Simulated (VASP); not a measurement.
# TaF3 (Pm-3m) in VASP: further runs

The runs below take TaF3 through single point, relaxation of cell and atoms, with PBE+U.

All numbers are computed with VASP 6.6.1; they aren't measurements. Logs are shortened: lines on timing, memory, paths and dates and some standing lists are left out, and cuts for length are marked.

## Step 1: The cell of the first run

It takes space group Pm-3m (No. 221, cubic). Conventional cell: a = 4.149 Å, b = 4.149 Å, c = 4.149 Å, α = 90.00°, β = 90.00°, γ = 90.00°. Ta (site symmetry m-3m) has 6 F at 2.07 Å within 2.7 Å. F (site symmetry 4/mmm) has 2 Ta at 2.07 Å within 2.7 Å.

## Step 2: Single point, PBE+U

Contents of INCAR:

```
SYSTEM = TaF3
ALGO     = Normal         ! electronic algorithm
EDIFF    = 1E-6           ! SCF threshold, eV
ENCUT    = 600            ! plane-wave cutoff, eV
GGA      = PE             ! functional
GGA_COMPAT= .False.      
ISIF     = 2              ! what is computed and relaxed
ISMEAR   = -1             ! smearing method
LASPH    = .True.         ! aspherical terms in the spheres
LCHARG   = .False.        ! write CHGCAR
LDAU     = .True.         ! DFT+U
LDAUJ    = 0 0          
LDAUL    = 2 -1           ! shell
LDAUPRINT= 1            
LDAUTYPE = 2            
LDAUU    = 4 0            ! U, eV
LMAXMIX  = 4              ! l up to which the mixer works
LREAL    = .False.        ! projectors in reciprocal space
LWAVE    = .False.        ! write WAVECAR
NBANDS   = 25             ! bands
NELM     = 200            ! most SCF steps
PREC     = Accurate       ! precision mode
SIGMA    = 0.05           ! smearing width, eV
```

Contents of KPOINTS:

```
k-points
0
Gamma
  7 7 7
  0 0 0
```

Contents of POSCAR:

```
TaF3
1.0
    4.1491525396      0.0000000000      0.0000000000
    0.0000000000      4.1491525396      0.0000000000
    0.0000000000      0.0000000000      4.1491525396
Ta F
1 3
Direct
    0.0000000000      0.0000000000      0.0000000000
    0.0000000000      0.0000000000      0.5000000000
    0.0000000000      0.5000000000      0.0000000000
    0.5000000000      0.0000000000      0.0000000000
```

Potentials or basis: VASP PAW PBE potentials, release 64 (Ta_sv_GW, F).

Command:

```console
$ cat potpaw_PBE.64/Ta_sv_GW/POTCAR potpaw_PBE.64/F/POTCAR > POTCAR
$ mpirun -np 1 vasp_std > vasp.out
```

OUTCAR:

```text
SYSTEM = TaF3
   EDIFF = 1E-6
   ENCUT = 600
   GGA = PE
   ISIF = 2
   ISMEAR = -1
   LASPH = .True.
   LREAL = .False.
   NELM = 200
   PREC = Accurate

 ion  position               nearest neighbor table
   1  0.000  0.000  0.000-   2 2.07   3 2.07   4 2.07   2 2.07   3 2.07   4 2.07
   2  0.000  0.000  0.500-   1 2.07   1 2.07
   3  0.000  0.500  0.000-   1 2.07   1 2.07
   4  0.500  0.000  0.000-   1 2.07   1 2.07

  LATTYP: Found a simple cubic cell.
 ALAT       =     4.1491525396

  Lattice vectors:

 A1 = (   4.1491525396,   0.0000000000,   0.0000000000)
 A2 = (   0.0000000000,   4.1491525396,   0.0000000000)
 A3 = (   0.0000000000,   0.0000000000,   4.1491525396)

Analysis of symmetry for initial positions (statically):
=====================================================================
 Subroutine PRICEL returns:
 Original cell was already a primitive cell.

 Routine SETGRP: Setting up the symmetry group for a
 simple cubic supercell.

 Subroutine GETGRP returns: Found 48 space group operations
 (whereof 48 operations were pure point group operations)
 out of a pool of 48 trial point group operations.

The static configuration has the point symmetry O_h .

Analysis of symmetry for dynamics (positions and initial velocities):
=====================================================================
 Subroutine PRICEL returns:
 Original cell was already a primitive cell.

 Routine SETGRP: Setting up the symmetry group for a
 simple cubic supercell.

 Subroutine GETGRP returns: Found 48 space group operations
 (whereof 48 operations were pure point group operations)
 out of a pool of 48 trial point group operations.

The dynamic configuration has the point symmetry O_h .

 Subroutine INISYM returns: Found 48 space group operations
 (whereof 48 operations are pure point group operations),
 and found     1 'primitive' translations

----------------------------------------------------------------------------------------

                                     Primitive cell

  volume of cell :      71.4296

  direct lattice vectors                    reciprocal lattice vectors
     4.149152540  0.000000000  0.000000000     0.241013072  0.000000000  0.000000000
     0.000000000  4.149152540  0.000000000     0.000000000  0.241013072  0.000000000
     0.000000000  0.000000000  4.149152540     0.000000000  0.000000000  0.241013072

  length of vectors
     4.149152540  4.149152540  4.149152540     0.241013072  0.241013072  0.241013072

  position of ions in fractional coordinates (direct lattice)
     0.000000000  0.000000000  0.000000000
     0.000000000  0.000000000  0.500000000
     0.000000000  0.500000000  0.000000000
     0.500000000  0.000000000  0.000000000

  ion indices of the primitive-cell ions
   primitive index   ion index
                 1           1
                 2           2
                 3           3
                 4           4

----------------------------------------------------------------------------------------

 KPOINTS: k-points

Automatic generation of k-mesh.
 Grid dimensions read from file:
 generate k-points for:    7    7    7

 Generating k-lattice:

  Cartesian coordinates                     Fractional coordinates (reciprocal lattice)
     0.034430439  0.000000000  0.000000000     0.142857143  0.000000000  0.000000000
     0.000000000  0.034430439  0.000000000     0.000000000  0.142857143  0.000000000
     0.000000000  0.000000000  0.034430439     0.000000000  0.000000000  0.142857143

  Length of vectors
     0.034430439  0.034430439  0.034430439

[... 36 lines left out ...]
   NGX,Y,Z   is equivalent  to a cutoff of  14.42, 14.42, 14.42 a.u.
   NGXF,Y,Z  is equivalent  to a cutoff of  28.85, 28.85, 28.85 a.u.
 SYSTEM =  TaF3
   PREC   = accura    normal or accurate (medium, high low for compatibility)
   ISTART =      0    job   : 0-new  1-cont  2-samecut
   ICHARG =      2    charge: 1-file 2-atom 10-const
   ISPIN  =      1    spin polarized calculation?
   LNONCOLLINEAR =      F non collinear calculations
   LSORBIT =      F    spin-orbit coupling
   LASPH  =      T    aspherical Exc in radial PAW
   ENCUT  =  600.0 eV  44.10 Ry    6.64 a.u.   8.29  8.29  8.29*2*pi/ulx,y,z
   NELM   =    200;   NELMIN=  2; NELMDL= -5     # of ELM steps
   EDIFF  = 0.1E-05   stopping-criterion for ELM
   LREAL  =      F    real-space projection
   EDIFFG = 0.1E-04   stopping-criterion for IOM
   NSW    =      0    number of steps for IOM
   IBRION =     -1    ionic relax: 0-MD 1-quasi-New 2-CG
   NFREE  =      0    steps in history (QN), initial steepest desc. (CG)
   ISIF   =      2    stress and relaxation
   ISYM   =      2    0-nonsym 1-usesym 2-fastsym
   POTIM  = 0.5000    time-step for ionic-motion
   TEBEG  =    0.0;   TEEND  =   0.0 temperature during run
   PSTRESS=    0.0 pullay stress
   NELECT =      34.0000    total number of electrons
   NUPDOWN=      -1.0000    fix difference up-down
   EMIN   =  10.00;   EMAX   =-10.00  energy-range for DOS
   EFERMI =   0.00;   METHOD = LEGACY
   ISMEAR =    -1;   SIGMA  =   0.05  broadening in eV -4-tet -1-fermi 0-gaus
   EFERMI_NEDOS =   21; number of points for ismear=-14 and -15
   IALGO  =     38    algorithm
   IMIX   =      4    mixing-type and parameters
     AMIX     =   0.40;   BMIX     =  1.00
     AMIX_MAG =   1.60;   BMIX_MAG =  1.00
  volume/ion in A,a.u.               =      17.86       120.51
  Fermi-wavevector in a.u.,A,eV,Ry     =   1.278228  2.415501 22.230115  1.633867
  Thomas-Fermi vector in A             =   2.410783
   LORBIT       =      0    0 simple, 1 ext, 2 COOP (PROOUT), +10 PAW based schemes
 LDA+U is selected, type is set to LDAUTYPE =  2
   angular momentum for each species LDAUL =     2   -1
   U (eV)           for each species LDAUU =   4.0  0.0
   J (eV)           for each species LDAUJ =   0.0  0.0
   GGA     = PE    functional components
   LHFCALC =     F    Hartree Fock is set to
   AEXX    =    0.0000 exact exchange contribution
   IVDW    =     0    specifies the selected vdW correction
   LEPSILON=     F    determine dielectric tensor
   LRPA    =     F    only Hartree local field effects (RPA)
 non-spin polarized calculation
  energy-cutoff  :      600.00
  volume of cell :       71.43
 maximum number of plane-waves:      2409
 NGX is ok and might be reduce to    36
   NGX = 17   NGY = 17   NGZ = 17

atom =   1  type =  1  l = 2

 onsite density matrix

spin component  1

  0.2844 -0.0000 -0.0000 -0.0000  0.0000
 -0.0000  0.2844  0.0000  0.0000 -0.0000
 -0.0000  0.0000  0.1231  0.0000 -0.0000
 -0.0000  0.0000  0.0000  0.2844  0.0000
  0.0000 -0.0000 -0.0000  0.0000  0.1231

spin component  2

  0.2844 -0.0000 -0.0000 -0.0000  0.0000
 -0.0000  0.2844  0.0000  0.0000 -0.0000
 -0.0000  0.0000  0.1231  0.0000 -0.0000
 -0.0000  0.0000  0.0000  0.2844  0.0000
  0.0000 -0.0000 -0.0000  0.0000  0.1231

 occupancies and eigenvectors

  o =  0.1231  v =  0.0000 -0.0000  0.9995  0.0000 -0.0304  0.0000  0.0000  0.0000  0.0000  0.0000      0.0000  0.0000  0.0000  0.0000  0.0000  0.0000  0.0000  0.0000  0.0000  0.0000
  o =  0.1231  v =  0.0000  0.0000  0.0000  0.0000  0.0000  0.0000 -0.0000  0.9995  0.0000 -0.0304      0.0000  0.0000  0.0000  0.0000  0.0000  0.0000  0.0000  0.0000  0.0000  0.0000
  o =  0.1231  v =  0.0000  0.0000 -0.0304 -0.0000 -0.9995  0.0000  0.0000  0.0000  0.0000  0.0000      0.0000  0.0000  0.0000  0.0000  0.0000  0.0000  0.0000  0.0000  0.0000  0.0000
  o =  0.1231  v =  0.0000  0.0000  0.0000  0.0000  0.0000  0.0000  0.0000 -0.0304 -0.0000 -0.9995      0.0000  0.0000  0.0000  0.0000  0.0000  0.0000  0.0000  0.0000  0.0000  0.0000
  o =  0.2844  v =  0.0000 -0.1045 -0.0000  0.9945 -0.0000  0.0000  0.0000  0.0000  0.0000  0.0000      0.0000  0.0000  0.0000  0.0000  0.0000  0.0000  0.0000  0.0000  0.0000  0.0000
  o =  0.2844  v =  0.0000  0.0000  0.0000  0.0000  0.0000  0.0000 -0.1045 -0.0000  0.9945 -0.0000      0.0000  0.0000  0.0000  0.0000  0.0000  0.0000  0.0000  0.0000  0.0000  0.0000
  o =  0.2844  v =  0.0000  0.0000  0.0000  0.0000  0.0000  0.0000 -0.9945 -0.0000 -0.1045 -0.0000      0.0000  0.0000  0.0000  0.0000  0.0000  0.0000  0.0000  0.0000  0.0000  0.0000
  o =  0.2844  v =  0.0000 -0.9945 -0.0000 -0.1045 -0.0000  0.0000  0.0000  0.0000  0.0000  0.0000      0.0000  0.0000  0.0000  0.0000  0.0000  0.0000  0.0000  0.0000  0.0000  0.0000
  o =  0.2844  v =  0.0000  0.0000  0.0000  0.0000  0.0000  1.0000  0.0000  0.0000  0.0000  0.0000      0.0000  0.0000  0.0000  0.0000  0.0000  0.0000  0.0000  0.0000  0.0000  0.0000
  o =  0.2844  v =  1.0000  0.0000  0.0000  0.0000  0.0000  0.0000  0.0000  0.0000  0.0000  0.0000      0.0000  0.0000  0.0000  0.0000  0.0000  0.0000  0.0000  0.0000  0.0000  0.0000

 number of electron      34.0000005 magnetization

 Free energy of the ion-electron system (eV)
  ---------------------------------------------------
  ext. energy  EPLUGINS =         0.00000000
  ---------------------------------------------------
  free energy    TOTEN  =       -25.92673861 eV

  energy without entropy =      -25.88782506  energy(sigma->0) =      -25.90728184

 E-fermi :   4.6995     XC(G=0):  -8.3401

 val. band max:        4.6906769130   @ k =   0.2857   0.1429   0.1429
 cond. band min:       4.7115065337   @ k =   0.2857   0.2857   0.1429
 fundamental gap:      0.0208296207
 Fermi energy:         4.6995422116

 k-point     1 :       0.0000    0.0000    0.0000
  band No.  band energies     occupation
      1     -66.4924      2.00000
      2     -33.0010      2.00000
      3     -33.0010      2.00000
      4     -33.0010      2.00000
      5     -23.0640      2.00000
      6     -22.7502      2.00000
[... 549 lines left out ...]
     24      11.3503      0.00000
     25      11.3503      0.00000

------------------------ aborting loop because EDIFF is reached ----------------------------------------

  FORCE on cell =-STRESS in cart. coord.  units (eV):
  Direction    XX          YY          ZZ          XY          YZ          ZX
  --------------------------------------------------------------------------------------
  -------------------------------------------------------------------------------------
  Total        0.5636891      0.5636891      0.5636891     -0.0000000     -0.0000000      0.0000000
  in kB       12.6436376     12.6436376     12.6436376     -0.0000000     -0.0000000      0.0000000
  external PRESSURE =      12.6436376 kB  Pullay stress =       0.0000000 kB

 VOLUME and BASIS-vectors are now :
 -----------------------------------------------------------------------------
  energy-cutoff  :      600.00
  volume of cell :       71.43
      direct lattice vectors                 reciprocal lattice vectors
     4.149152540  0.000000000  0.000000000     0.241013072  0.000000000  0.000000000
     0.000000000  4.149152540  0.000000000     0.000000000  0.241013072  0.000000000
     0.000000000  0.000000000  4.149152540     0.000000000  0.000000000  0.241013072

 POSITION                                       TOTAL-FORCE (eV/Angst)
 -----------------------------------------------------------------------------------
      0.00000      0.00000      0.00000         0.000000      0.000000      0.000000
      0.00000      0.00000      2.07458         0.000000      0.000000      0.000000
      0.00000      2.07458      0.00000         0.000000      0.000000      0.000000
      2.07458      0.00000      0.00000         0.000000      0.000000      0.000000
 -----------------------------------------------------------------------------------
    total drift:                                0.000000      0.000000     -0.000000

  FREE ENERGIE OF THE ION-ELECTRON SYSTEM (eV)
  ---------------------------------------------------
  free  energy   TOTEN  =       -25.9267386149 eV

  energy  without entropy=      -25.8878250583  energy(sigma->0) =      -25.90728184
```

Run time: 46 s. Hardware: 1 thread of Intel Xeon Platinum 8488C (Sapphire Rapids), shared host; peak memory 0.22 GiB.

What came out:

```
Free energy            : -25.9267 eV
Pressure               : 1.3 GPa
Band gap on the k mesh : zero (band 17 reaches 5.83 eV, above the bottom of band 18 at 3.84 eV)
```

Levels at points of the mesh, in eV from the Fermi level:
```tsv
k point	band 15	band 16	band 17	band 18	band 19	band 20
(0.00, 0.00, 0.00)	-8.18	-8.18	-0.86	-0.86	-0.86	-0.44
```

Eigenvalues of the final occupation matrices:
```csv
site,spin,trace,eigenvalues
site 1 d,1,1.10,0.12 0.12 0.28 0.28 0.28
site 1 d,2,1.10,0.12 0.12 0.28 0.28 0.28
```

Caveat: spin-orbit coupling is left out, which moves the levels of the heavy elements; U without spin polarisation on a metal has little footing.

## Step 3: Single point, PBE+U

This run uses another cell than the first one, of 17.70 Å³/atom, 0.991 times its volume.

Contents of INCAR:

```
ALGO = Normal
EDIFF = 1E-6
ENCUT = 600
GGA = PE
GGA_COMPAT = False
ISIF = 2
ISMEAR = -1
LASPH = True
LCHARG = False
LDAU = True
LDAUJ = 0 0
LDAUL = 2 -1
LDAUPRINT = 1
LDAUTYPE = 2
LDAUU = 2 0
LMAXMIX = 4
LREAL = False
LWAVE = False
NBANDS = 25
NELM = 200
PREC = Accurate
SIGMA = 0.05
```

Contents of KPOINTS:

```
k-points
0
Gamma
  7 7 7
```

Contents of POSCAR:

```
TaF3
1.0
    4.1368170752      0.0000000000      0.0000000000
    0.0000000000      4.1368170752      0.0000000000
    0.0000000000      0.0000000000      4.1368170752
Ta F
1 3
Direct
    0.0000000000      0.0000000000      0.0000000000
    0.0000000000      0.0000000000      0.5000000000
    0.0000000000      0.5000000000      0.0000000000
    0.5000000000      0.0000000000      0.0000000000
```

Potentials or basis: VASP PAW PBE potentials, release 64 (Ta_sv_GW, F).

Command:

```console
$ cat potpaw_PBE.64/Ta_sv_GW/POTCAR potpaw_PBE.64/F/POTCAR > POTCAR
$ mpirun -np 1 vasp_std > vasp.out
```

Wall time 45 s (1 thread of AMD EPYC 9R45 (Zen 5), shared host); peak memory 0.19 GiB.

The run converged. Its results:

```yaml
Free_energy: -27.5986 eV
Pressure: 0.5 GPa
Band_gap_on_the_k_mesh: zero (band 17 reaches 5.78 eV, above the bottom of band 18 at 3.75 eV)
```

Levels at points of the mesh, in eV from the Fermi level:
```csv
k point,band 13,band 14,band 15,band 16,band 17,band 18,band 19,band 20,band 21,band 22
"(0.00, 0.00, 0.00)",-8.19,-8.12,-8.12,-8.12,-0.88,-0.88,-0.88,-0.28,2.06,2.06
```

Eigenvalues of the final occupation matrices:
| site | spin | trace | eigenvalues |
| --- | --- | --- | --- |
| site 1 d | 1 | 1.14 | 0.13 0.13 0.29 0.29 0.29 |
| site 1 d | 2 | 1.14 | 0.13 0.13 0.29 0.29 0.29 |

Caveat: spin-orbit coupling is left out, which moves the levels of the heavy elements; U without spin polarisation on a metal has little footing.

(Part 1 of 2 ends here.)
